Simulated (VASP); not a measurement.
# WC (I4/mmm) in VASP: further runs, part 2 of 2

VASP 6.6.1.

## 3. Single point, PBEsol (strain -0.0200 x Voigt [1, 0, 0, 0, 0, 0])

The input, INCAR:

```
SYSTEM = WC
PREC = Accurate
ENCUT = 520
EDIFF = 1E-6
ISMEAR = 0
SIGMA = 0.15
LREAL = .False.
LASPH = .True.
NELM = 80
ALGO = Normal
ISIF = 2
LWAVE = .False.
LCHARG = .False.
GGA = PS
NBANDS = 16
```

The input, KPOINTS:

```
regular mesh
0
Gamma
  24 24 24
  0 0 0
```

The input, POSCAR:

```
WC
1.0
    0.0000000000      2.1726853743      2.1726853743
    2.1292316668      0.0000000000      2.1726853743
    2.1292316668      2.1726853743      0.0000000000
W C
1 1
Direct
    0.0000000000      0.0000000000      0.0000000000
    0.5000000000      0.5000000000      0.5000000000
```

Potentials or basis: VASP PAW PBE potentials, release 64 (W_sv, C).

Launch:

```console
cat potpaw_PBE.64/W_sv/POTCAR potpaw_PBE.64/C/POTCAR > POTCAR
mpirun -np 1 vasp_std > vasp.out
```

OUTCAR:

```text
SYSTEM = WC
   PREC = Accurate
   ENCUT = 520
   EDIFF = 1E-6
   ISMEAR = 0
   LREAL = .False.
   LASPH = .True.
   NELM = 80
   ISIF = 2
   GGA = PS

 ion  position               nearest neighbor table
   1  0.000  0.000  0.000-   2 2.13   2 2.13   2 2.17   2 2.17   2 2.17   2 2.17
   2  0.500  0.500  0.500-   1 2.13   1 2.13   1 2.17   1 2.17   1 2.17   1 2.17

  LATTYP: Found a body centered tetragonal cell.
 ALAT       =     3.0726411231
 C/A-ratio  =     1.3859292911

  Lattice vectors:

 A1 = (  -2.1292316668,   0.0000000000,  -2.1726853743)
 A2 = (  -2.1292316668,   0.0000000000,   2.1726853743)
 A3 = (   2.1292316668,   2.1726853743,   0.0000000000)

Analysis of symmetry for initial positions (statically):
=====================================================================
 Subroutine PRICEL returns:
 Original cell was already a primitive cell.

 Routine SETGRP: Setting up the symmetry group for a
 body centered tetragonal supercell.

 Subroutine GETGRP returns: Found 16 space group operations
 (whereof 16 operations were pure point group operations)
 out of a pool of 16 trial point group operations.

The static configuration has the point symmetry D_4h.

Analysis of symmetry for dynamics (positions and initial velocities):
=====================================================================
 Subroutine PRICEL returns:
 Original cell was already a primitive cell.

 Routine SETGRP: Setting up the symmetry group for a
 body centered tetragonal supercell.

 Subroutine GETGRP returns: Found 16 space group operations
 (whereof 16 operations were pure point group operations)
 out of a pool of 16 trial point group operations.

The dynamic configuration has the point symmetry D_4h.

 Subroutine INISYM returns: Found 16 space group operations
 (whereof 16 operations are pure point group operations),
 and found     1 'primitive' translations

----------------------------------------------------------------------------------------

                                     Primitive cell

  volume of cell :      20.1023

  direct lattice vectors                    reciprocal lattice vectors
     0.000000000  2.172685374  2.172685374    -0.234826491  0.230129961  0.230129961
     2.129231667  0.000000000  2.172685374     0.234826491 -0.230129961  0.230129961
     2.129231667  2.172685374  0.000000000     0.234826491  0.230129961 -0.230129961

  length of vectors
     3.072641123  3.042069892  3.042069892     0.401326648  0.401326648  0.401326648

  position of ions in fractional coordinates (direct lattice)
     0.000000000  0.000000000  0.000000000
     0.500000000  0.500000000  0.500000000

  ion indices of the primitive-cell ions
   primitive index   ion index
                 1           1
                 2           2

----------------------------------------------------------------------------------------

 KPOINTS: regular mesh

Automatic generation of k-mesh.
 Grid dimensions read from file:
 generate k-points for:   24   24   24

 Generating k-lattice:

  Cartesian coordinates                     Fractional coordinates (reciprocal lattice)
    -0.009784437  0.009588748  0.009588748     0.041666667  0.000000000  0.000000000
     0.009784437 -0.009588748  0.009588748     0.000000000  0.041666667  0.000000000
     0.009784437  0.009588748 -0.009588748     0.000000000  0.000000000  0.041666667

  Length of vectors
     0.016721944  0.016721944  0.016721944

  Shift w.r.t. Gamma in fractional coordinates (k-lattice)
     0.000000000  0.000000000  0.000000000

 Subroutine IBZKPT returns following result:
 ===========================================

 Found   1063 irreducible k-points:

 Following reciprocal coordinates:
            Coordinates               Weight
  0.000000  0.000000  0.000000      1.000000
  0.041667  0.000000  0.000000      8.000000
  0.083333  0.000000  0.000000      8.000000
  0.125000  0.000000  0.000000      8.000000
  0.166667  0.000000  0.000000      8.000000
  0.208333  0.000000  0.000000      8.000000
[... 16 lines left out ...]
  0.416667  0.041667  0.000000     16.000000
  0.458333  0.041667  0.000000     16.000000
 [... further k-points ...]
   k-points           NKPTS =   1063   k-points in BZ     NKDIM =   1063   number of bands    NBANDS=     16
   number of dos      NEDOS =    301   number of ions     NIONS =      2
   total plane-waves  NPLWV =  13824
   dimension x,y,z NGX =    24 NGY =   24 NGZ =   24
   dimension x,y,z NGXF=    48 NGYF=   48 NGZF=   48
   ions per type =               1   1
   NGX,Y,Z   is equivalent  to a cutoff of  12.99, 13.12, 13.12 a.u.
   NGXF,Y,Z  is equivalent  to a cutoff of  25.97, 26.23, 26.23 a.u.
 SYSTEM =  WC
   PREC   = accura    normal or accurate (medium, high low for compatibility)
   ISTART =      0    job   : 0-new  1-cont  2-samecut
   ICHARG =      2    charge: 1-file 2-atom 10-const
   ISPIN  =      1    spin polarized calculation?
   LNONCOLLINEAR =      F non collinear calculations
   LSORBIT =      F    spin-orbit coupling
   LASPH  =      T    aspherical Exc in radial PAW
   ENCUT  =  520.0 eV  38.22 Ry    6.18 a.u.   5.71  5.66  5.66*2*pi/ulx,y,z
   NELM   =     80;   NELMIN=  2; NELMDL= -5     # of ELM steps
   EDIFF  = 0.1E-05   stopping-criterion for ELM
   LREAL  =      F    real-space projection
   EDIFFG = 0.1E-04   stopping-criterion for IOM
   NSW    =      0    number of steps for IOM
   IBRION =     -1    ionic relax: 0-MD 1-quasi-New 2-CG
   NFREE  =      0    steps in history (QN), initial steepest desc. (CG)
   ISIF   =      2    stress and relaxation
   ISYM   =      2    0-nonsym 1-usesym 2-fastsym
   POTIM  = 0.5000    time-step for ionic-motion
   TEBEG  =    0.0;   TEEND  =   0.0 temperature during run
   PSTRESS=    0.0 pullay stress
   NELECT =      18.0000    total number of electrons
   NUPDOWN=      -1.0000    fix difference up-down
   EMIN   =  10.00;   EMAX   =-10.00  energy-range for DOS
   EFERMI =   0.00;   METHOD = LEGACY
   ISMEAR =     0;   SIGMA  =   0.15  broadening in eV -4-tet -1-fermi 0-gaus
   EFERMI_NEDOS =   21; number of points for ismear=-14 and -15
   IALGO  =     38    algorithm
   IMIX   =      4    mixing-type and parameters
     AMIX     =   0.40;   BMIX     =  1.00
     AMIX_MAG =   1.60;   BMIX_MAG =  1.00
  volume/ion in A,a.u.               =      10.05        67.83
  Fermi-wavevector in a.u.,A,eV,Ry     =   1.577915  2.981826 33.875979  2.489814
  Thomas-Fermi vector in A             =   2.678525
   LORBIT       =      0    0 simple, 1 ext, 2 COOP (PROOUT), +10 PAW based schemes
   GGA     = PS    functional components
   LHFCALC =     F    Hartree Fock is set to
   AEXX    =    0.0000 exact exchange contribution
   IVDW    =     0    specifies the selected vdW correction
   LEPSILON=     F    determine dielectric tensor
   LRPA    =     F    only Hartree local field effects (RPA)
 non-spin polarized calculation
 Gauss-broadening in eV      SIGMA  =   0.15
  energy-cutoff  :      520.00
  volume of cell :       20.10
 maximum number of plane-waves:       556
   NGX = 11   NGY = 11   NGZ = 11

 number of electron      17.9999999 magnetization

 Free energy of the ion-electron system (eV)
  ---------------------------------------------------
  ext. energy  EPLUGINS =         0.00000000
  ---------------------------------------------------
  free energy    TOTEN  =       -22.97640865 eV

  energy without entropy =      -22.96621529  energy(sigma->0) =      -22.97131197

 E-fermi :  12.9864     XC(G=0): -14.1076

 val. band max:       12.9823232783   @ k =   0.1667   0.0833  -0.0000
 cond. band min:      12.9871648472   @ k =   0.0833   0.0417   0.0000
 fundamental gap:      0.0048415690
 Fermi energy:        12.9863916628

 k-point     1 :       0.0000    0.0000    0.0000
  band No.  band energies     occupation
      1     -62.3478      2.00000
      2     -26.3449      2.00000
      3     -26.3382      2.00000
      4     -26.3382      2.00000
      5      -3.2108      2.00000
      6       9.9620      2.00000
[... 8 lines left out ...]
     15      22.5676      0.00000
     16      36.7326      0.00000
[... 419 lines left out ...]
 k-point    24 :       0.4583    0.0417    0.0000
  band No.  band energies     occupation
      1     -62.3018      2.00000
      2     -27.0232      2.00000
      3     -26.4290      2.00000
      4     -26.4117      2.00000
      5       1.2267      2.00000
      6       3.3205      2.00000
[... 8 lines left out ...]
     15      25.3810      0.00000
     16      25.6667      0.00000

 [... further k-points ...]

------------------------ aborting loop because EDIFF is reached ----------------------------------------

  FORCE on cell =-STRESS in cart. coord.  units (eV):
  Direction    XX          YY          ZZ          XY          YZ          ZX
  --------------------------------------------------------------------------------------
  -------------------------------------------------------------------------------------
  Total        2.4362378      0.6306161      0.6306161      0.0000000      0.0000000     -0.0000000
  in kB      194.1706895     50.2607596     50.2607596      0.0000000      0.0000000     -0.0000000
  external PRESSURE =      98.2307362 kB  Pullay stress =       0.0000000 kB

 VOLUME and BASIS-vectors are now :
 -----------------------------------------------------------------------------
  energy-cutoff  :      520.00
  volume of cell :       20.10
      direct lattice vectors                 reciprocal lattice vectors
     0.000000000  2.172685374  2.172685374    -0.234826491  0.230129961  0.230129961
     2.129231667  0.000000000  2.172685374     0.234826491 -0.230129961  0.230129961
     2.129231667  2.172685374  0.000000000     0.234826491  0.230129961 -0.230129961

 POSITION                                       TOTAL-FORCE (eV/Angst)
 -----------------------------------------------------------------------------------
      0.00000      0.00000      0.00000        -0.000000     -0.000000     -0.000000
      2.12923      2.17269      2.17269         0.000000      0.000000      0.000000
 -----------------------------------------------------------------------------------
    total drift:                                0.000000     -0.000000     -0.000000

  FREE ENERGIE OF THE ION-ELECTRON SYSTEM (eV)
  ---------------------------------------------------
  free  energy   TOTEN  =       -22.9764086470 eV

  energy  without entropy=      -22.9662152866  energy(sigma->0) =      -22.97131197
```

Run time: 80 s. Hardware: 1 thread of Intel Xeon 6975P-C (Granite Rapids), shared host; peak memory 0.42 GiB.

What came out:

```
Free energy            : -22.9764 eV
Pressure               : 9.8 GPa
Band gap on the k mesh : zero (bands 9 and 10 overlap by 3.28 eV)
```

Levels at points of the mesh, in eV from the Fermi level:
| k point | band 6 | band 7 | band 8 | band 9 | band 10 | band 11 | band 12 | band 13 |
| --- | --- | --- | --- | --- | --- | --- | --- | --- |
| (0.00, 0.00, 0.00) | -3.02 | -3.02 | -2.76 | -1.15 | -1.15 | -1.14 | -1.04 | -0.91 |
| (0.50, 0.00, 0.00) | -10.23 | -6.94 | -6.91 | 1.07 | 1.25 | 2.55 | 4.97 | 9.10 |
| (0.50, 0.50, 0.00) | -6.16 | -5.77 | -2.54 | -2.46 | 0.92 | 2.37 | 2.60 | 5.80 |
| (0.00, 0.50, 0.50) | -6.17 | -5.52 | -2.65 | -2.65 | 0.97 | 2.48 | 2.48 | 6.12 |

Caveat: the cell differs from its parent crystal (strain -0.0200 x Voigt [1, 0, 0, 0, 0, 0]); the cell stands under pressure; the PAW data sets were made with another functional, which shifts forces and pressure a little; spin-orbit coupling is left out, which moves the levels of the heavy elements.
